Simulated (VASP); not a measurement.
# Pt (P6/mmm) in VASP: further runs

Pt is run at these levels: BLYP; tasks: single point, relaxation of cell and atoms.

Program: VASP 6.6.1. These are calculated values, not measurements. Logs are shortened: lines on timing, memory, paths and dates and some standing lists are left out, and cuts for length are marked.

## Step 1: The cell of the first run

Symmetry: P6/mmm, No. 191, hexagonal system. Conventional cell: a = 4.810 Å, b = 4.810 Å, c = 2.860 Å, α = 90.00°, β = 90.00°, γ = 120.00°. Pt (site symmetry 6/mmm) has 14 Pt at 2.86 to 3.12 Å within 3.8 Å. Within 3.7 Å of Pt (site symmetry -6m2) lie 11 Pt at 2.78 to 3.12 Å.

This isn't the form of Pt at room conditions, which is fcc.

## Step 2: Single point, BLYP (19.10 Å³/atom)

File INCAR:

```
SYSTEM = Pt
PREC = Accurate
ENCUT = 520
EDIFF = 1E-6
ISMEAR = -1
SIGMA = 0.1
LREAL = .False.
LASPH = .True.
NELM = 100
ALGO = Normal
ISIF = 2
LWAVE = .False.
LCHARG = .False.
GGA = B5
ALDAX = 1.0
AGGAX = 1.0
AGGAC = 1.0
ALDAC = 0.0
NBANDS = 22
```

File KPOINTS:

```
regular mesh
0
Gamma
  9 9 13
  0 0 0
```

File POSCAR:

```
Pt
1.0
    4.8096164802      0.0000000000      0.0000000000
   -2.4048082401      4.1652500543      0.0000000000
    0.0000000000      0.0000000000      2.8602779209
Pt
3
Direct
    1.0000000000      1.0000000000      0.0000000000
    0.3333333333      0.6666666667      0.5000000000
    0.6666666667      0.3333333333      0.5000000000
```

Potentials or basis: VASP PAW PBE potentials, release 64 (Pt).

On the command line:

```sh
$ cat potpaw_PBE.64/Pt/POTCAR > POTCAR
$ mpirun -np 1 vasp_std > vasp.out
```

OUTCAR:

```text
SYSTEM = Pt
   PREC = Accurate
   ENCUT = 520
   EDIFF = 1E-6
   ISMEAR = -1
   LREAL = .False.
   LASPH = .True.
   NELM = 100
   ISIF = 2
   GGA = B5

 ion  position               nearest neighbor table
   1  0.000  0.000  0.000-   2 3.12   3 3.12   2 3.12   3 3.12   2 3.12   2 3.12   3 3.12   3 3.12
                             3 3.12   3 3.12   2 3.12   2 3.12
   2  0.333  0.667  0.500-   3 2.78   3 2.78   3 2.78   1 3.12   1 3.12   1 3.12   1 3.12   1 3.12
                             1 3.12
   3  0.667  0.333  0.500-   2 2.78   2 2.78   2 2.78   1 3.12   1 3.12   1 3.12   1 3.12   1 3.12
                             1 3.12

  LATTYP: Found a hexagonal cell.
 ALAT       =     4.8096164802
 C/A-ratio  =     0.5946997921

  Lattice vectors:

 A1 = (   4.8096164802,   0.0000000000,   0.0000000000)
 A2 = (  -2.4048082401,   4.1652500543,   0.0000000000)
 A3 = (   0.0000000000,   0.0000000000,   2.8602779209)

Analysis of symmetry for initial positions (statically):
=====================================================================
 Subroutine PRICEL returns:
 Original cell was already a primitive cell.

 Routine SETGRP: Setting up the symmetry group for a
 hexagonal supercell.

 Subroutine GETGRP returns: Found 24 space group operations
 (whereof 24 operations were pure point group operations)
 out of a pool of 24 trial point group operations.

The static configuration has the point symmetry D_6h.

Analysis of symmetry for dynamics (positions and initial velocities):
=====================================================================
 Subroutine PRICEL returns:
 Original cell was already a primitive cell.

 Routine SETGRP: Setting up the symmetry group for a
 hexagonal supercell.

 Subroutine GETGRP returns: Found 24 space group operations
 (whereof 24 operations were pure point group operations)
 out of a pool of 24 trial point group operations.

The dynamic configuration has the point symmetry D_6h.

 Subroutine INISYM returns: Found 24 space group operations
 (whereof 24 operations are pure point group operations),
 and found     1 'primitive' translations

----------------------------------------------------------------------------------------

                                     Primitive cell

  volume of cell :      57.3007

  direct lattice vectors                    reciprocal lattice vectors
     4.809616480  0.000000000  0.000000000     0.207916786  0.120040812  0.000000000
    -2.404808240  4.165250054  0.000000000     0.000000000  0.240081625  0.000000000
     0.000000000  0.000000000  2.860277921     0.000000000  0.000000000  0.349616376

  length of vectors
     4.809616480  4.809616480  2.860277921     0.240081625  0.240081625  0.349616376

  position of ions in fractional coordinates (direct lattice)
     0.000000000  0.000000000  0.000000000
     0.333333333  0.666666667  0.500000000
     0.666666667  0.333333333  0.500000000

  ion indices of the primitive-cell ions
   primitive index   ion index
                 1           1
                 2           2
                 3           3

----------------------------------------------------------------------------------------

 KPOINTS: regular mesh

Automatic generation of k-mesh.
 Grid dimensions read from file:
 generate k-points for:    9    9   13

 Generating k-lattice:

  Cartesian coordinates                     Fractional coordinates (reciprocal lattice)
     0.023101865  0.013337868  0.000000000     0.111111111  0.000000000  0.000000000
     0.000000000  0.026675736  0.000000000     0.000000000  0.111111111  0.000000000
     0.000000000  0.000000000  0.026893567     0.000000000  0.000000000  0.076923077

  Length of vectors
     0.026675736  0.026675736  0.026893567

  Shift w.r.t. Gamma in fractional coordinates (k-lattice)
     0.000000000  0.000000000  0.000000000

 Subroutine IBZKPT returns following result:
 ===========================================

 Found     84 irreducible k-points:

 Following reciprocal coordinates:
            Coordinates               Weight
  0.000000  0.000000  0.000000      1.000000
  0.111111 -0.000000  0.000000      6.000000
  0.222222  0.000000  0.000000      6.000000
  0.333333  0.000000  0.000000      6.000000
  0.444444  0.000000  0.000000      6.000000
  0.111111  0.111111  0.000000      6.000000
[... 16 lines left out ...]
  0.333333  0.222222  0.076923     24.000000
  0.333333  0.333333  0.076923      4.000000
 [... further k-points ...]
   k-points           NKPTS =     84   k-points in BZ     NKDIM =     84   number of bands    NBANDS=     22
   number of dos      NEDOS =    301   number of ions     NIONS =      3
   total plane-waves  NPLWV =  31104
   dimension x,y,z NGX =    36 NGY =   36 NGZ =   24
   dimension x,y,z NGXF=    72 NGYF=   72 NGZF=   48
   ions per type =               3
   NGX,Y,Z   is equivalent  to a cutoff of  12.44, 12.44, 13.95 a.u.
   NGXF,Y,Z  is equivalent  to a cutoff of  24.89, 24.89, 27.90 a.u.
 SYSTEM =  Pt
   PREC   = accura    normal or accurate (medium, high low for compatibility)
   ISTART =      0    job   : 0-new  1-cont  2-samecut
   ICHARG =      2    charge: 1-file 2-atom 10-const
   ISPIN  =      1    spin polarized calculation?
   LNONCOLLINEAR =      F non collinear calculations
   LSORBIT =      F    spin-orbit coupling
   LASPH  =      T    aspherical Exc in radial PAW
   ENCUT  =  520.0 eV  38.22 Ry    6.18 a.u.   8.94  8.94  5.32*2*pi/ulx,y,z
   NELM   =    100;   NELMIN=  2; NELMDL= -5     # of ELM steps
   EDIFF  = 0.1E-05   stopping-criterion for ELM
   LREAL  =      F    real-space projection
   EDIFFG = 0.1E-04   stopping-criterion for IOM
   NSW    =      0    number of steps for IOM
   IBRION =     -1    ionic relax: 0-MD 1-quasi-New 2-CG
   NFREE  =      0    steps in history (QN), initial steepest desc. (CG)
   ISIF   =      2    stress and relaxation
   ISYM   =      2    0-nonsym 1-usesym 2-fastsym
   POTIM  = 0.5000    time-step for ionic-motion
   TEBEG  =    0.0;   TEEND  =   0.0 temperature during run
   PSTRESS=    0.0 pullay stress
   NELECT =      30.0000    total number of electrons
   NUPDOWN=      -1.0000    fix difference up-down
   EMIN   =  10.00;   EMAX   =-10.00  energy-range for DOS
   EFERMI =   0.00;   METHOD = LEGACY
   ISMEAR =    -1;   SIGMA  =   0.10  broadening in eV -4-tet -1-fermi 0-gaus
   EFERMI_NEDOS =   21; number of points for ismear=-14 and -15
   IALGO  =     38    algorithm
   IMIX   =      4    mixing-type and parameters
     AMIX     =   0.40;   BMIX     =  1.00
     AMIX_MAG =   1.60;   BMIX_MAG =  1.00
  volume/ion in A,a.u.               =      19.10       128.89
  Fermi-wavevector in a.u.,A,eV,Ry     =   1.319457  2.493413 23.687301  1.740967
  Thomas-Fermi vector in A             =   2.449354
   LORBIT       =      0    0 simple, 1 ext, 2 COOP (PROOUT), +10 PAW based schemes
   GGA     = B5    functional components
   LHFCALC =     F    Hartree Fock is set to
   AEXX    =    0.0000 exact exchange contribution
   IVDW    =     0    specifies the selected vdW correction
   LEPSILON=     F    determine dielectric tensor
   LRPA    =     F    only Hartree local field effects (RPA)
 non-spin polarized calculation
  energy-cutoff  :      520.00
  volume of cell :       57.30
 maximum number of plane-waves:      1561
 NGX is ok and might be reduce to    36
   NGX = 17   NGY = 17   NGZ = 11

 number of electron      29.9999999 magnetization

 Free energy of the ion-electron system (eV)
  ---------------------------------------------------
  ext. energy  EPLUGINS =         0.00000000
  ---------------------------------------------------
  free energy    TOTEN  =       -14.46691872 eV

  energy without entropy =      -14.25869476  energy(sigma->0) =      -14.36280674

 E-fermi :   7.7935     XC(G=0): -11.4416

 val. band max:        7.7884389776   @ k =   0.3333   0.3333   0.2308
 cond. band min:       7.7953399172   @ k =   0.3333   0.0000   0.0000
 fundamental gap:      0.0069009396
 Fermi energy:         7.7934748587

 k-point     1 :       0.0000    0.0000    0.0000
  band No.  band energies     occupation
      1       0.1100      2.00000
      2       3.0775      2.00000
      3       4.1513      2.00000
      4       4.7424      2.00000
      5       4.8436      2.00000
      6       4.8436      2.00000
[... 14 lines left out ...]
     21      14.4126      0.00000
     22      14.4126      0.00000

 k-point     2 :       0.1111   -0.0000    0.0000
  band No.  band energies     occupation
      1       0.2484      2.00000
      2       3.1045      2.00000
      3       4.0124      2.00000
      4       4.3455      2.00000
      5       4.5437      2.00000
      6       4.7469      2.00000
[... 14 lines left out ...]
     21      15.9445      0.00000
     22      16.1948      0.00000

 k-point     3 :       0.2222    0.0000    0.0000
  band No.  band energies     occupation
      1       0.6504      2.00000
      2       3.1267      2.00000
      3       3.6166      2.00000
      4       4.0035      2.00000
      5       4.3533      2.00000
      6       4.6427      2.00000
[... 14 lines left out ...]
     21      17.5527      0.00000
     22      18.1264      0.00000

 k-point     4 :       0.3333    0.0000    0.0000
  band No.  band energies     occupation
      1       1.2724      2.00000
      2       2.9247      2.00000
      3       3.3262      2.00000
      4       3.8265      2.00000
      5       4.2808      2.00000
      6       4.4504      2.00000
[... 14 lines left out ...]
     21      19.1743      0.00000
     22      19.8364      0.00000

 k-point     5 :       0.4444    0.0000    0.0000
  band No.  band energies     occupation
      1       2.0214      2.00000
      2       2.6678      2.00000
      3       2.8604      2.00000
      4       3.9478      2.00000
      5       4.1947      2.00000
      6       4.2762      2.00000
[... 417 lines left out ...]
 k-point    22 :       0.2222    0.2222    0.0769
  band No.  band energies     occupation
      1       1.7113      2.00000
      2       2.9336      2.00000
      3       3.2102      2.00000
      4       3.8838      2.00000
      5       4.2985      2.00000
      6       4.6804      2.00000
[... 14 lines left out ...]
     21      20.5463      0.00000
     22      20.7269      0.00000

 k-point    23 :       0.3333    0.2222    0.0769
  band No.  band energies     occupation
      1       2.2790      2.00000
      2       2.7141      2.00000
      3       2.9368      2.00000
      4       4.0785      2.00000
      5       4.2279      2.00000
      6       4.5465      2.00000
[... 14 lines left out ...]
     21      19.3052      0.00000
     22      21.8480      0.00000

 k-point    24 :       0.3333    0.3333    0.0769
  band No.  band energies     occupation
      1       2.4304      2.00000
      2       2.7727      2.00000
      3       2.7727      2.00000
      4       4.1861      2.00000
      5       4.1861      2.00000
      6       4.5302      2.00000
[... 14 lines left out ...]
     21      17.2318      0.00000
     22      22.6892      0.00000

 [... further k-points ...]

------------------------ aborting loop because EDIFF is reached ----------------------------------------

  FORCE on cell =-STRESS in cart. coord.  units (eV):
  Direction    XX          YY          ZZ          XY          YZ          ZX
  --------------------------------------------------------------------------------------
  -------------------------------------------------------------------------------------
  Total       -5.3013601     -5.3013601     -5.2344498      0.0000000     -0.0000000      0.0000000
  in kB     -148.2306884   -148.2306884   -146.3598180      0.0000000     -0.0000000      0.0000000
  external PRESSURE =    -147.6070649 kB  Pullay stress =       0.0000000 kB

 VOLUME and BASIS-vectors are now :
 -----------------------------------------------------------------------------
  energy-cutoff  :      520.00
  volume of cell :       57.30
      direct lattice vectors                 reciprocal lattice vectors
     4.809616480  0.000000000  0.000000000     0.207916786  0.120040812  0.000000000
    -2.404808240  4.165250054  0.000000000     0.000000000  0.240081625  0.000000000
     0.000000000  0.000000000  2.860277921     0.000000000  0.000000000  0.349616376

 POSITION                                       TOTAL-FORCE (eV/Angst)
 -----------------------------------------------------------------------------------
      0.00000      0.00000      0.00000         0.000000      0.000000      0.000000
     -0.00000      2.77683      1.43014         0.000000      0.000000     -0.000000
      2.40481      1.38842      1.43014        -0.000000     -0.000000      0.000000
 -----------------------------------------------------------------------------------
    total drift:                               -0.000000      0.000000     -0.000000

  FREE ENERGIE OF THE ION-ELECTRON SYSTEM (eV)
  ---------------------------------------------------
  free  energy   TOTEN  =       -14.4669187197 eV

  energy  without entropy=      -14.2586947622  energy(sigma->0) =      -14.36280674
```

It took 77 s on 1 thread of AMD EPYC 7R13 (Zen 3), shared host; peak memory 0.2 GiB.

What came out:

```
Free energy            : -14.4669 eV
Pressure               : -14.8 GPa
Band gap on the k mesh : zero (bands 15 and 16 overlap by 0.90 eV)
```

Stress tensor (GPa, compression positive):
```
-14.82   0.00   0.00
  0.00 -14.82   0.00
  0.00   0.00 -14.64
```

Levels at points of the mesh, in eV from the Fermi level:
```tsv
k point	band 12	band 13	band 14	band 15	band 16	band 17	band 18	band 19
(0.00, 0.00, 0.00)	-1.42	-1.32	-1.32	0.19	0.19	3.99	4.84	6.56
```

Caveat: the cell stands under tension; the PAW data sets were made with another functional, which shifts forces and pressure a little; spin-orbit coupling is left out, which moves the levels of the heavy elements.

(Continued in part 2 of 2.)
